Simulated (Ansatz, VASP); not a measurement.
Given: the input of a run of VASP 6.6.1 on Bi.

INCAR

```
SYSTEM = Bi
PREC = Accurate
ENCUT = 520
EDIFF = 1E-6
ISMEAR = -1
SIGMA = 0.05
LREAL = .False.
LASPH = .True.
NELM = 100
ALGO = Normal
ISIF = 2
LWAVE = .False.
LCHARG = .False.
GGA = PS
NBANDS = 22
```

The input KPOINTS:

```
regular mesh
0
Gamma
  7 7 7
  0 0 0
```

Contents of POSCAR:

```
Bi
1.0
    2.2825169939      1.3178118009      3.9640802302
   -2.2825169939      1.3178118009      3.9640802302
    0.0000000000     -2.6356236018      3.9640802302
Bi
2
Direct
    0.7660000000      0.7660000000      0.7660000000
    0.2340000000      0.2340000000      0.2340000000
```

Potentials or basis: VASP PAW PBE potentials, release 64 (Bi_d).

Run with:

```console
$ cat potpaw_PBE.64/Bi_d/POTCAR > POTCAR
$ mpirun -np 1 vasp_std > vasp.out
```

Question: Translate it to Ansatz 0.2.0. Potentials there: all-electron LAPW, scalar-relativistic.

Answer: As run (the cutoff follows the program's own potentials):

input.yaml

```yaml
crystal:
  lattice:
    - [2.2825169939, 1.3178118009, 3.9640802302]
    - [-2.2825169939, 1.3178118009, 3.9640802302]
    - [0.0, -2.6356236018, 3.9640802302]
  atoms:
    - { symbol: Bi, position: [0.766, 0.766, 0.766] }
    - { symbol: Bi, position: [0.234, 0.234, 0.234] }
kpoints:
  mp_grid: { grid: [7, 7, 7] }
scf:
  occupations: { method: fermi_dirac, width: 0.05 }
hamiltonian:
  xc: pbesol
  pseudopotentials: { kind: all_electron, lapw: { basis_error: 0.0005 } }
output:
  forces: true
  stress: true
  eigenvalues: true
```

Potentials or basis: all-electron LAPW, scalar-relativistic.

Run with:

```bash
$ ansatz run input.yaml --threads 1 --pin off --max-ram 3072MiB --backend cpu --events-out ev --progress --plain --runs-dir out
```

Both were run:

|  | VASP | Ansatz | Ansatz less VASP |
| --- | --- | --- | --- |
| gap on the k mesh at the Fermi level (eV) | 0.25 | 0.25 | -0.002 |
| least direct gap on the mesh (eV) | 0.50 | 0.51 | +0.001 |
| pressure (GPa) | -1.3 | -1.2 | +0.09 |
| rms of the force components (eV/Å) | 0.027 | 0.025 | -0.0021 |

VASP's potentials were made for PBE, not for PBEsol. Atom by atom the forces differ by 0.002 eV/Å (rms over components). Ansatz ran all-electron here, and VASP with PAW potentials.

Neither program's run includes spin-orbit coupling.
